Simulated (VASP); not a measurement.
# SiC (I-4m2) in VASP: further runs

The runs below take SiC through single point, with PBE, r2SCAN.

Everything below comes from runs of VASP 6.6.1. Logs are shortened: lines on timing, memory, paths and dates and some standing lists are left out, and cuts for length are marked.

**1. The cell of the first run**

Symmetry: I-4m2, No. 119, tetragonal system. The conventional cell has a = 3.080 Å, b = 3.080 Å, c = 4.443 Å, α = 90.00°, β = 90.00°, γ = 90.00°. Within 2.5 Å of Si (site symmetry -4m2) lie 4 C at 1.90 Å. Within 2.5 Å of C (site symmetry -4m2) lie 4 Si at 1.90 Å.

**2. Single point, PBE (uniaxial z strain +2.0%)**

INCAR reads:

```
  ALGO = Normal
  EDIFF = 1E-6
  ENCUT = 520
  GGA = PE
  ISIF = 2
  ISMEAR = -1
  LASPH = T
  LCHARG = F
  LREAL = F
  LWAVE = F
  NBANDS = 11
  NELM = 60
  PREC = Accurate
  SIGMA = 0.02
```

KPOINTS reads:

```
k-points
0
Gamma
  10 10 10
```

POSCAR reads:

```
SiC
1.0
    0.0000000000      2.1780523510      2.2216133981
    2.1780523510      0.0000000000      2.2216133981
    2.1780523510      2.1780523510      0.0000000000
Si C
1 1
Direct
    0.0000000000      0.0000000000      0.0000000000
    0.2500000000      0.2500000000      0.2500000000
```

Potentials or basis: VASP PAW PBE potentials, release 64 (Si, C).

Started as:

```sh
> cat potpaw_PBE.64/Si/POTCAR potpaw_PBE.64/C/POTCAR > POTCAR
> mpirun -np 1 vasp_std > vasp.out
```

OUTCAR:

```text
EDIFF = 1E-6
   ENCUT = 520
   GGA = PE
   ISIF = 2
   ISMEAR = -1
   LASPH = T
   LREAL = F
   NELM = 60
   PREC = Accurate

 ion  position               nearest neighbor table
   1  0.000  0.000  0.000-   2 1.90   2 1.90   2 1.90   2 1.90
   2  0.250  0.250  0.250-   1 1.90   1 1.90   1 1.90   1 1.90

  LATTYP: Found a body centered tetragonal cell.
 ALAT       =     3.0802311743
 C/A-ratio  =     1.4424978337

  Lattice vectors:

 A1 = (  -2.1780523510,   0.0000000000,   2.2216133981)
 A2 = (   2.1780523510,   0.0000000000,   2.2216133981)
 A3 = (   0.0000000000,   2.1780523510,  -2.2216133981)

Analysis of symmetry for initial positions (statically):
=====================================================================
 Subroutine PRICEL returns:
 Original cell was already a primitive cell.

 Routine SETGRP: Setting up the symmetry group for a
 body centered tetragonal supercell.

 Subroutine GETGRP returns: Found  8 space group operations
 (whereof  8 operations were pure point group operations)
 out of a pool of 16 trial point group operations.

The static configuration has the point symmetry D_2d.

Analysis of symmetry for dynamics (positions and initial velocities):
=====================================================================
 Subroutine PRICEL returns:
 Original cell was already a primitive cell.

 Routine SETGRP: Setting up the symmetry group for a
 body centered tetragonal supercell.

 Subroutine GETGRP returns: Found  8 space group operations
 (whereof  8 operations were pure point group operations)
 out of a pool of 16 trial point group operations.

The dynamic configuration has the point symmetry D_2d.

 Subroutine INISYM returns: Found  8 space group operations
 (whereof  8 operations are pure point group operations),
 and found     1 'primitive' translations

----------------------------------------------------------------------------------------

                                     Primitive cell

  volume of cell :      21.0783

  direct lattice vectors                    reciprocal lattice vectors
     0.000000000  2.178052351  2.221613398    -0.229562894  0.229562894  0.225061660
     2.178052351  0.000000000  2.221613398     0.229562894 -0.229562894  0.225061660
     2.178052351  2.178052351  0.000000000     0.229562894  0.229562894 -0.225061660

  length of vectors
     3.111185969  3.111185969  3.080231174     0.395032904  0.395032904  0.395032904

  position of ions in fractional coordinates (direct lattice)
     0.000000000  0.000000000  0.000000000
[... 81 lines left out ...]
   NSW    =      0    number of steps for IOM
   IBRION =     -1    ionic relax: 0-MD 1-quasi-New 2-CG
   NFREE  =      0    steps in history (QN), initial steepest desc. (CG)
   ISIF   =      2    stress and relaxation
   ISYM   =      2    0-nonsym 1-usesym 2-fastsym
   POTIM  = 0.5000    time-step for ionic-motion
   TEBEG  =    0.0;   TEEND  =   0.0 temperature during run
   PSTRESS=    0.0 pullay stress
   NELECT =       8.0000    total number of electrons
   NUPDOWN=      -1.0000    fix difference up-down
   EMIN   =  10.00;   EMAX   =-10.00  energy-range for DOS
   EFERMI =   0.00;   METHOD = LEGACY
   ISMEAR =    -1;   SIGMA  =   0.02  broadening in eV -4-tet -1-fermi 0-gaus
   EFERMI_NEDOS =   21; number of points for ismear=-14 and -15
   IALGO  =     38    algorithm
   IMIX   =      4    mixing-type and parameters
     AMIX     =   0.40;   BMIX     =  1.00
     AMIX_MAG =   1.60;   BMIX_MAG =  1.00
  volume/ion in A,a.u.               =      10.54        71.12
  Fermi-wavevector in a.u.,A,eV,Ry     =   1.185295  2.239883 19.115155  1.404924
  Thomas-Fermi vector in A             =   2.321492
   LORBIT       =      0    0 simple, 1 ext, 2 COOP (PROOUT), +10 PAW based schemes
   GGA     = PE    functional components
   LHFCALC =     F    Hartree Fock is set to
   AEXX    =    0.0000 exact exchange contribution
   IVDW    =     0    specifies the selected vdW correction
   LEPSILON=     F    determine dielectric tensor
   LRPA    =     F    only Hartree local field effects (RPA)
 non-spin polarized calculation
  energy-cutoff  :      520.00
  volume of cell :       21.08
 maximum number of plane-waves:       588
   NGX = 11   NGY = 11   NGZ = 11

 number of electron       8.0000001 magnetization

 Free energy of the ion-electron system (eV)
  ---------------------------------------------------
  ext. energy  EPLUGINS =         0.00000000
  ---------------------------------------------------
  free energy    TOTEN  =       -15.05612606 eV

  energy without entropy =      -15.05612606  energy(sigma->0) =      -15.05612606

 E-fermi :   8.4123     XC(G=0): -11.2761

 val. band max:        7.9483818762   @ k =   0.0000   0.0000   0.0000
 cond. band min:       9.2185669263   @ k =   0.5000   0.0000   0.5000
 fundamental gap:      1.2701850502
 Fermi energy:         8.4122965623

 k-point     1 :       0.0000    0.0000    0.0000
  band No.  band energies     occupation
      1      -7.3575      2.00000
      2       7.8102      2.00000
      3       7.9484      2.00000
      4       7.9484      2.00000
      5      13.9157      0.00000
      6      15.0653      0.00000
      7      15.0653      0.00000
      8      15.1173      0.00000
      9      21.9868      0.00000
     10      22.5988      0.00000
     11      24.0963      0.00000
[... 309 lines left out ...]
 k-point    24 :       0.4000    0.3000    0.0000
  band No.  band energies     occupation
      1      -4.3314      2.00000
      2       2.2332      2.00000
      3       4.8485      2.00000
      4       5.4337      2.00000
      5      10.8406      0.00000
      6      13.6491      0.00000
      7      19.2717      0.00000
      8      19.7224      0.00000
      9      21.3266      0.00000
     10      25.9214      0.00000
     11      28.8002      0.00000

 [... further k-points ...]
[... 5 lines left out ...]
  --------------------------------------------------------------------------------------
  -------------------------------------------------------------------------------------
  Total        0.1229883      0.1229883     -0.5726486      0.0000000      0.0000000      0.0000000
  in kB        9.3484427      9.3484427    -43.5274944      0.0000000      0.0000000      0.0000000
  external PRESSURE =      -8.2768696 kB  Pullay stress =       0.0000000 kB

 VOLUME and BASIS-vectors are now :
 -----------------------------------------------------------------------------
  energy-cutoff  :      520.00
  volume of cell :       21.08
      direct lattice vectors                 reciprocal lattice vectors
     0.000000000  2.178052351  2.221613398    -0.229562894  0.229562894  0.225061660
     2.178052351  0.000000000  2.221613398     0.229562894 -0.229562894  0.225061660
     2.178052351  2.178052351  0.000000000     0.229562894  0.229562894 -0.225061660

 POSITION                                       TOTAL-FORCE (eV/Angst)
 -----------------------------------------------------------------------------------
      0.00000      0.00000      0.00000         0.000000      0.000000      0.000000
      1.08903      1.08903      1.11081        -0.000000     -0.000000     -0.000000
 -----------------------------------------------------------------------------------
    total drift:                                0.000000      0.000000      0.000000

  FREE ENERGIE OF THE ION-ELECTRON SYSTEM (eV)
  ---------------------------------------------------
  free  energy   TOTEN  =       -15.0561260587 eV

  energy  without entropy=      -15.0561260587  energy(sigma->0) =      -15.05612606
```

Wall time 22 s (1 thread of Intel Xeon 8259CL, shared host); peak memory 0.14 GiB.

What came out:

| Property | Result |
| --- | --- |
| Free energy | -15.0561 eV |
| Pressure | -0.8 GPa |
| Band gap on the k mesh | 1.27 eV, indirect (least direct gap 4.50 eV) |

Stress tensor (GPa, compression positive):
```
 0.93  0.00  0.00
 0.00  0.93  0.00
 0.00  0.00 -4.35
```

Caveat: the cell differs from its parent crystal (uniaxial z strain +2.0%).

**3. Single point, PBE (uniaxial z strain +3.0%)**

INCAR reads:

```
PREC = Accurate
ENCUT = 520
EDIFF = 1E-6
ISMEAR = -1
SIGMA = 0.02
LREAL = False
LASPH = True
NELM = 80
ALGO = Normal
ISIF = 2
LWAVE = False
LCHARG = False
GGA = PE
NBANDS = 11
```

KPOINTS reads:

```
Automatic mesh
0
Gamma
  10 10 10
```

POSCAR reads:

```
SiC
1.0
    0.0000000000      2.1780523510      2.2433939216
    2.1780523510      0.0000000000      2.2433939216
    2.1780523510      2.1780523510      0.0000000000
Si C
1 1
Direct
    0.0000000000      0.0000000000      0.0000000000
    0.2500000000      0.2500000000      0.2500000000
```

Potentials or basis: VASP PAW PBE potentials, release 64 (Si, C).

Started as:

```sh
> cat potpaw_PBE.64/Si/POTCAR potpaw_PBE.64/C/POTCAR > POTCAR
> mpirun -np 1 vasp_std > vasp.out
```

It took 23 s on 1 thread of Intel Xeon 8259CL, shared host; peak memory 0.14 GiB.

The run converged. Its results:

- Free energy: -15.0481 eV
- Pressure: -2.9 GPa
- Band gap on the k mesh: 1.23 eV, indirect (least direct gap 4.48 eV)

Stress tensor (GPa, compression positive):
```
-0.18  0.00  0.00
 0.00 -0.18  0.00
 0.00  0.00 -8.21
```

Levels at points of the mesh, in eV from the valence-band top:
```
           k point  band 2  band 3  band 4  band 5  band 6  band 7
(0.00, 0.00, 0.00)   -0.21    0.00    0.00    5.82    7.02    7.02
(0.50, 0.00, 0.00)   -8.45   -1.30   -0.94    5.03    6.92    7.26
(0.50, 0.50, 0.00)   -8.02   -2.99   -2.99    1.49    4.49   13.71
(0.50, 0.00, 0.50)   -7.66   -3.33   -3.28    1.23    3.99   13.14
```

Caveat: the cell differs from its parent crystal (uniaxial z strain +3.0%).

**4. Single point, PBE (uniaxial z strain +4.0%)**

INCAR reads:

```
PREC     = Accurate       # precision mode
ENCUT    = 520            # plane-wave cutoff, eV
EDIFF    = 1E-6           # SCF threshold, eV
ISMEAR   = -1             # smearing method
SIGMA    = 0.02           # smearing width, eV
LREAL    = False          # projectors in reciprocal space
LASPH    = True           # aspherical terms in the spheres
NELM     = 100            # most SCF steps
ALGO     = Normal         # electronic algorithm
ISIF     = 2              # what is computed and relaxed
LWAVE    = False          # write WAVECAR
LCHARG   = False          # write CHGCAR
GGA      = PE             # functional
NBANDS   = 11             # bands
```

KPOINTS reads:

```
regular mesh
0
Gamma
  10 10 10
```

POSCAR reads:

```
SiC
1.0
    0.0000000000      2.1780523510      2.2651744451
    2.1780523510      0.0000000000      2.2651744451
    2.1780523510      2.1780523510      0.0000000000
Si C
1 1
Direct
    0.0000000000      0.0000000000      0.0000000000
    0.2500000000      0.2500000000      0.2500000000
```

Started as:

```sh
> cat potpaw_PBE.64/Si/POTCAR potpaw_PBE.64/C/POTCAR > POTCAR
> mpirun -np 1 vasp_std > vasp.out
```

It took 26 s on 1 thread of Intel Xeon 8259CL, shared host; peak memory 0.14 GiB.

The run converged. Its results:

| Item | Value |
| --- | --- |
| Free energy | -15.0351 eV |
| Pressure | -4.8 GPa |
| Band gap on the k mesh | 1.19 eV, indirect (least direct gap 4.47 eV) |

Stress tensor (GPa, compression positive):
```
 -1.20   0.00   0.00
  0.00  -1.20   0.00
  0.00   0.00 -12.01
```

Levels at points of the mesh, in eV from the valence-band top:
```
           k point  band 1  band 2  band 3  band 4  band 5  band 6  band 7  band 8  band 9
(0.00, 0.00, 0.00)  -15.21   -0.28    0.00    0.00    5.68    6.92    6.92    7.02   13.55
(0.50, 0.00, 0.00)  -11.77   -8.42   -1.38   -0.90    4.86    6.85    7.26    9.77   15.54
(0.50, 0.50, 0.00)  -10.55   -8.09   -2.93   -2.93    1.53    4.54   13.59   13.59   13.78
(0.50, 0.00, 0.50)  -10.27   -7.61   -3.37   -3.30    1.19    3.88   12.84   14.01   14.33
```

Caveat: the cell differs from its parent crystal (uniaxial z strain +4.0%). A k mesh can miss the band edges.

**5. Single point, r2SCAN (uniaxial z strain -4.0%)**

POSCAR reads:

```
SiC
1.0
    0.0000000000      2.1780523510      2.0909302570
    2.1780523510      0.0000000000      2.0909302570
    2.1780523510      2.1780523510      0.0000000000
Si C
1 1
Direct
    0.0000000000      0.0000000000      0.0000000000
    0.2500000000      0.2500000000      0.2500000000
```

INCAR.step1 reads:

```
PREC = Accurate ; ENCUT = 520
ISMEAR = 0 ; SIGMA = 0.01
LREAL = F ; LASPH = T
NELM = 100 ; NBANDS = 11
GGA = PE ; ALGO = Normal
EDIFF = 1E-4 ; LWAVE = T
LCHARG = F
```

INCAR.step2 reads:

```
PREC = Accurate ; ENCUT = 520
EDIFF = 1E-6 ; ISMEAR = 0
SIGMA = 0.01 ; LREAL = F
LASPH = T ; NELM = 100
ALGO = Normal ; ISIF = 2
LWAVE = F ; LCHARG = F
METAGGA = R2SCAN ; LMIXTAU = T
NBANDS = 11 ; ISTART = 1
```

KPOINTS is that of step 4.

Potentials or basis: VASP PAW PBE potentials, release 64 (Si, C).

Started as:

```sh
> cat potpaw_PBE.64/Si/POTCAR potpaw_PBE.64/C/POTCAR > POTCAR
> cp INCAR.step1 INCAR
> mpirun -np 1 vasp_std > vasp.out
> cp INCAR.step2 INCAR
> mpirun -np 1 vasp_std > vasp.out
```

OUTCAR:

```text
PREC = Accurate
   ENCUT = 520
   EDIFF = 1E-6
   ISMEAR = 0
   LREAL = F
   LASPH = T
   NELM = 100
   ISIF = 2
   METAGGA = R2SCAN
   ISTART = 1

 ion  position               nearest neighbor table
   1  0.000  0.000  0.000-   2 1.86   2 1.86   2 1.86   2 1.86
   2  0.250  0.250  0.250-   1 1.86   1 1.86   1 1.86   1 1.86

  LATTYP: Found a body centered tetragonal cell.
 ALAT       =     3.0802311743
 C/A-ratio  =     1.3576450199

  Lattice vectors:

[... 513 lines left out ...]
      5      11.6591      0.00000
      6      14.3859      0.00000
      7      21.4879      0.00000
      8      21.5148      0.00000
      9      24.1863      0.00000
     10      27.7195      0.00000
     11      31.7983      0.00000

 [... further k-points ...]
[... 5 lines left out ...]
  --------------------------------------------------------------------------------------
  -------------------------------------------------------------------------------------
  Total        0.7668082      0.7668082      2.0740538      0.0000000      0.0000000      0.0000000
  in kB       61.9285816     61.9285816    167.5037062      0.0000000      0.0000000      0.0000000
  external PRESSURE =      97.1202898 kB  Pullay stress =       0.0000000 kB

 VOLUME and BASIS-vectors are now :
 -----------------------------------------------------------------------------
  energy-cutoff  :      520.00
  volume of cell :       19.84
      direct lattice vectors                 reciprocal lattice vectors
     0.000000000  2.178052351  2.090930257    -0.229562894  0.229562894  0.239128014
     2.178052351  0.000000000  2.090930257     0.229562894 -0.229562894  0.239128014
     2.178052351  2.178052351  0.000000000     0.229562894  0.229562894 -0.239128014

 POSITION                                       TOTAL-FORCE (eV/Angst)
 -----------------------------------------------------------------------------------
      0.00000      0.00000      0.00000         0.000000      0.000000      0.000000
      1.08903      1.08903      1.04547         0.000000      0.000000     -0.000000
 -----------------------------------------------------------------------------------
    total drift:                               -0.000001     -0.000001     -0.000001

  FREE ENERGIE OF THE ION-ELECTRON SYSTEM (eV)
  ---------------------------------------------------
  free  energy   TOTEN  =       -19.2841396134 eV

  energy  without entropy=      -19.2841396134  energy(sigma->0) =      -19.28413961
```

OUTCAR.step1:

```text
PREC = Accurate
   ENCUT = 520
   ISMEAR = 0
   LREAL = F
   LASPH = T
[... 557 lines left out ...]
 -----------------------------------------------------------------------------------
      0.00000      0.00000      0.00000        -0.000000     -0.000000      0.000000
      1.08903      1.08903      1.04547         0.000000      0.000000      0.000000
 -----------------------------------------------------------------------------------
    total drift:                                0.000000      0.000000     -0.000000

  FREE ENERGIE OF THE ION-ELECTRON SYSTEM (eV)
  ---------------------------------------------------
  free  energy   TOTEN  =       -14.9972384927 eV

  energy  without entropy=      -14.9972384927  energy(sigma->0) =      -14.99723849
```

OSZICAR.step1:

```text
N       E                     dE             d eps       ncg     rms          rms(c)
DAV:   1     0.338099133098E+01    0.33810E+01   -0.39889E+03  2351   0.616E+02
DAV:   2    -0.163820667227E+02   -0.19763E+02   -0.18870E+02  2738   0.110E+02
DAV:   3    -0.169692381756E+02   -0.58717E+00   -0.58625E+00  2765   0.158E+01
DAV:   4    -0.169713291497E+02   -0.20910E-02   -0.20909E-02  2529   0.120E+00
DAV:   5    -0.169713381862E+02   -0.90365E-05   -0.90364E-05  2801   0.727E-02    0.926E+00
DAV:   6    -0.150682934459E+02    0.19030E+01   -0.65543E+00  2502   0.117E+01    0.414E+00
DAV:   7    -0.150051017936E+02    0.63192E-01   -0.43859E-01  2718   0.376E+00    0.186E+00
DAV:   8    -0.149970336844E+02    0.80681E-02   -0.20816E-02  2565   0.965E-01    0.170E-01
DAV:   9    -0.149971346622E+02   -0.10098E-03   -0.15428E-03  2814   0.227E-01    0.114E-01
DAV:  10    -0.149972367651E+02   -0.10210E-03   -0.21291E-04  2475   0.904E-02    0.259E-02
DAV:  11    -0.149972384927E+02   -0.17276E-05   -0.34497E-05  1329   0.318E-02
   1 F= -.14997238E+02 E0= -.14997238E+02  d E =-.102103E-35
```

Wall time 2 min (1 thread of Intel Xeon 8259CL, shared host); peak memory 0.15 GiB.

What came out:

```yaml
Free_energy: -19.2841 eV
Pressure: 9.7 GPa
Band_gap_on_the_k_mesh: 1.26 eV, indirect (least direct gap 5.06 eV)
```

Caveat: the cell differs from its parent crystal (uniaxial z strain -4.0%); the PAW data sets were made with another functional, which shifts forces and pressure a little.

**6. The runs side by side**

```csv
level,cell,smearing,gap on the mesh (eV),pressure (GPa)
PBE,"a = 3.111, b = 3.111, c = 3.080 Å, angles 60.3, 60.3, 59.3°, 2 atoms",fermi-dirac 0.02 eV,1.27,-0.8
PBE,"a = 3.127, b = 3.127, c = 3.080 Å, angles 60.5, 60.5, 59.0°, 2 atoms",fermi-dirac 0.02 eV,1.23,-2.9
PBE,"a = 3.142, b = 3.142, c = 3.080 Å, angles 60.7, 60.7, 58.7°, 2 atoms",fermi-dirac 0.02 eV,1.19,-4.8
r2SCAN,"a = 3.019, b = 3.019, c = 3.080 Å, angles 59.3, 59.3, 61.3°, 2 atoms",gaussian 0.01 eV,1.26,9.7
```

Alike in all rows: task single point; potentials or basis VASP PAW PBE potentials, release 64 (Si, C); no spin polarisation; k mesh 10 × 10 × 10; cutoff (eV) 520.

Caveats: the PAW data sets were made with another functional, which shifts forces and pressure a little (some runs).

Total energies depend on the potentials used, so only differences within one code and one set of settings carry meaning.
